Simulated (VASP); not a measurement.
# Al (P6_3/mmc) in VASP: single point with LDA

Aim: the single point of Al with LDA.

Everything below comes from runs of VASP 6.6.1. Logs are shortened: lines on timing, memory, paths and dates and some standing lists are left out, and cuts for length are marked.

**1. The cell of the first run**

It takes space group P6_3/mmc (No. 194, hexagonal). The conventional cell has a = 2.812 Å, b = 2.812 Å, c = 4.867 Å, α = 90.00°, β = 90.00°, γ = 120.00°. Al (site symmetry -6m2) has 12 Al at 2.81 to 2.93 Å within 3.7 Å.

**2. Single point, LDA**

Contents of INCAR:

```
PREC = Accurate
ENCUT = 520
EDIFF = 1E-6
ISMEAR = 0
SIGMA = 0.15
LREAL = False
LASPH = True
NELM = 60
ALGO = Fast
ISIF = 2
LWAVE = False
LCHARG = False
GGA = CA
NBANDS = 10
```

Contents of KPOINTS:

```
regular mesh
0
Gamma
  21 21 12
```

Contents of POSCAR:

```
Al
1.0
    2.8124553515      0.0000000000      0.0000000000
   -1.4062276757      2.4356577814      0.0000000000
    0.0000000000      0.0000000000      4.8668500000
Al
2
Direct
    0.6666666667      0.3333333333      0.7500000000
    0.3333333333      0.6666666667      0.2500000000
```

Potentials or basis: VASP PAW LDA potentials, release 64 (Al).

On the command line:

```sh
> cat potpaw_LDA.64/Al/POTCAR > POTCAR
> mpirun -np 1 vasp_std > vasp.out
```

OUTCAR:

```text
PREC = Accurate
   ENCUT = 520
   EDIFF = 1E-6
   ISMEAR = 0
   LREAL = False
   LASPH = True
   NELM = 60
   ISIF = 2
   GGA = CA

 ion  position               nearest neighbor table
   1  0.667  0.333  0.750-   2 2.93   2 2.93   2 2.93   2 2.93   2 2.93   2 2.93
   2  0.333  0.667  0.250-   1 2.93   1 2.93   1 2.93   1 2.93   1 2.93   1 2.93

  LATTYP: Found a hexagonal cell.
 ALAT       =     2.8124553515
 C/A-ratio  =     1.7304630267

  Lattice vectors:

 A1 = (   2.8124553515,   0.0000000000,   0.0000000000)
 A2 = (  -1.4062276757,   2.4356577814,   0.0000000000)
 A3 = (   0.0000000000,   0.0000000000,   4.8668500000)

Analysis of symmetry for initial positions (statically):
=====================================================================
 Subroutine PRICEL returns:
 Original cell was already a primitive cell.

 Routine SETGRP: Setting up the symmetry group for a
 hexagonal supercell.

 Subroutine GETGRP returns: Found 24 space group operations
 (whereof 12 operations were pure point group operations)
 out of a pool of 24 trial point group operations.

The static configuration has the point symmetry D_3d.
 The point group associated with its full space group is D_6h.

Analysis of symmetry for dynamics (positions and initial velocities):
=====================================================================
 Subroutine PRICEL returns:
 Original cell was already a primitive cell.

 Routine SETGRP: Setting up the symmetry group for a
 hexagonal supercell.

 Subroutine GETGRP returns: Found 24 space group operations
 (whereof 12 operations were pure point group operations)
 out of a pool of 24 trial point group operations.

The dynamic configuration has the point symmetry D_3d.
 The point group associated with its full space group is D_6h.

 Subroutine INISYM returns: Found 24 space group operations
 (whereof 12 operations are pure point group operations),
 and found     1 'primitive' translations

----------------------------------------------------------------------------------------

                                     Primitive cell

  volume of cell :      33.3388

  direct lattice vectors                    reciprocal lattice vectors
     2.812455352  0.000000000  0.000000000     0.355561200  0.205283355  0.000000000
    -1.406227676  2.435657781  0.000000000     0.000000000  0.410566709  0.000000000
     0.000000000  0.000000000  4.866850000     0.000000000  0.000000000  0.205471712

[... 84 lines left out ...]
   LREAL  =      F    real-space projection
   EDIFFG = 0.1E-04   stopping-criterion for IOM
   NSW    =      0    number of steps for IOM
   IBRION =     -1    ionic relax: 0-MD 1-quasi-New 2-CG
   NFREE  =      0    steps in history (QN), initial steepest desc. (CG)
   ISIF   =      2    stress and relaxation
   ISYM   =      2    0-nonsym 1-usesym 2-fastsym
   POTIM  = 0.5000    time-step for ionic-motion
   TEBEG  =    0.0;   TEEND  =   0.0 temperature during run
   PSTRESS=    0.0 pullay stress
   NELECT =       6.0000    total number of electrons
   NUPDOWN=      -1.0000    fix difference up-down
   EMIN   =  10.00;   EMAX   =-10.00  energy-range for DOS
   EFERMI =   0.00;   METHOD = LEGACY
   ISMEAR =     0;   SIGMA  =   0.15  broadening in eV -4-tet -1-fermi 0-gaus
   EFERMI_NEDOS =   21; number of points for ismear=-14 and -15
   IALGO  =     68    algorithm
   IMIX   =      4    mixing-type and parameters
     AMIX     =   0.40;   BMIX     =  1.00
     AMIX_MAG =   1.60;   BMIX_MAG =  1.00
  volume/ion in A,a.u.               =      16.67       112.49
  Fermi-wavevector in a.u.,A,eV,Ry     =   0.924291  1.746656 11.623640  0.854313
  Thomas-Fermi vector in A             =   2.050021
   LORBIT       =      0    0 simple, 1 ext, 2 COOP (PROOUT), +10 PAW based schemes
   GGA     = CA    functional components
   LHFCALC =     F    Hartree Fock is set to
   AEXX    =    0.0000 exact exchange contribution
   IVDW    =     0    specifies the selected vdW correction
   LEPSILON=     F    determine dielectric tensor
   LRPA    =     F    only Hartree local field effects (RPA)
 non-spin polarized calculation
 RMM-DIIS sequential band-by-band and
 Gauss-broadening in eV      SIGMA  =   0.15
  energy-cutoff  :      520.00
  volume of cell :       33.34
 maximum number of plane-waves:       918
 NGX is ok and might be reduce to    24
   NGX = 11   NGY = 11   NGZ = 19

 number of electron       6.0000000 magnetization

 Free energy of the ion-electron system (eV)
  ---------------------------------------------------
  ext. energy  EPLUGINS =         0.00000000
  ---------------------------------------------------
  free energy    TOTEN  =        -8.29733481 eV

  energy without entropy =       -8.28738879  energy(sigma->0) =       -8.29236180

 E-fermi :   7.6703     XC(G=0): -10.3052

 val. band max:        7.6675436235   @ k =   0.3333   0.0476   0.4167
 cond. band min:       7.6796140308   @ k =   0.2857   0.2381   0.2500
 fundamental gap:      0.0120704074
 Fermi energy:         7.6703133391

 k-point     1 :       0.0000    0.0000    0.0000
  band No.  band energies     occupation
      1      -3.3493      2.00000
      2       2.6042      2.00000
      3       2.9029      2.00000
      4      18.8121      0.00000
      5      18.9888      0.00000
      6      18.9888      0.00000
      7      19.2873      0.00000
      8      19.2873      0.00000
      9      19.8966      0.00000
     10      22.3279      0.00000
[... 287 lines left out ...]
 k-point    24 :       0.1905    0.0952    0.0000
  band No.  band energies     occupation
      1      -1.7778      2.00000
      2       4.1288      2.00000
      3       4.3763      2.00000
      4      10.7144      0.00000
      5      12.8145      0.00000
      6      16.1403      0.00000
      7      16.4520      0.00000
      8      18.0997      0.00000
      9      18.9898      0.00000
     10      19.2836      0.00000

 [... further k-points ...]
[... 5 lines left out ...]
  --------------------------------------------------------------------------------------
  -------------------------------------------------------------------------------------
  Total       -0.4195647     -0.4195647     -0.9682823     -0.0000000     -0.0000000      0.0000000
  in kB      -20.1632092    -20.1632092    -46.5331765     -0.0000000     -0.0000000      0.0000000
  external PRESSURE =     -28.9531983 kB  Pullay stress =       0.0000000 kB

 VOLUME and BASIS-vectors are now :
 -----------------------------------------------------------------------------
  energy-cutoff  :      520.00
  volume of cell :       33.34
      direct lattice vectors                 reciprocal lattice vectors
     2.812455352  0.000000000  0.000000000     0.355561200  0.205283355  0.000000000
    -1.406227676  2.435657781  0.000000000     0.000000000  0.410566709  0.000000000
     0.000000000  0.000000000  4.866850000     0.000000000  0.000000000  0.205471712

 POSITION                                       TOTAL-FORCE (eV/Angst)
 -----------------------------------------------------------------------------------
      1.40623      0.81189      3.65014        -0.000000      0.000000      0.000000
     -0.00000      1.62377      1.21671         0.000000     -0.000000      0.000000
 -----------------------------------------------------------------------------------
    total drift:                                0.000000     -0.000000     -0.000000

  FREE ENERGIE OF THE ION-ELECTRON SYSTEM (eV)
  ---------------------------------------------------
  free  energy   TOTEN  =        -8.2973348107 eV

  energy  without entropy=       -8.2873887928  energy(sigma->0) =       -8.29236180
```

stdout:

```text
POSCAR found type information on POSCAR Al
 POSCAR found :  1 types and       2 ions
 scaLAPACK will be used
 LDA part: xc-table for (Slater(with rela. corr.)+CA(PZ))
 , standard interpolation
 POSCAR, INCAR and KPOINTS ok, starting setup
 FFT: planning ... GRIDC
 FFT: planning ... GRID_SOFT
 FFT: planning ... GRID
 WAVECAR not read
 entering main loop
```

It took 42 s on 1 thread of Intel Xeon Platinum 8488C (Sapphire Rapids), shared host; peak memory 0.2 GiB.

Results:

* Free energy: -8.2973 eV
* Pressure: -2.9 GPa
* Band gap on the k mesh: zero (band 3 reaches 11.23 eV, above the bottom of band 4 at 4.63 eV)

Levels at points of the mesh, in eV from the Fermi level:
| k point | band 1 | band 2 | band 3 | band 4 | band 5 | band 6 | band 7 |
| --- | --- | --- | --- | --- | --- | --- | --- |
| (0.00, 0.00, 0.00) | -11.02 | -5.07 | -4.77 | 11.14 | 11.32 | 11.32 | 11.62 |
| (0.00, 0.00, 0.50) | -9.47 | -9.47 | 2.39 | 2.39 | 12.42 | 12.42 | 12.42 |
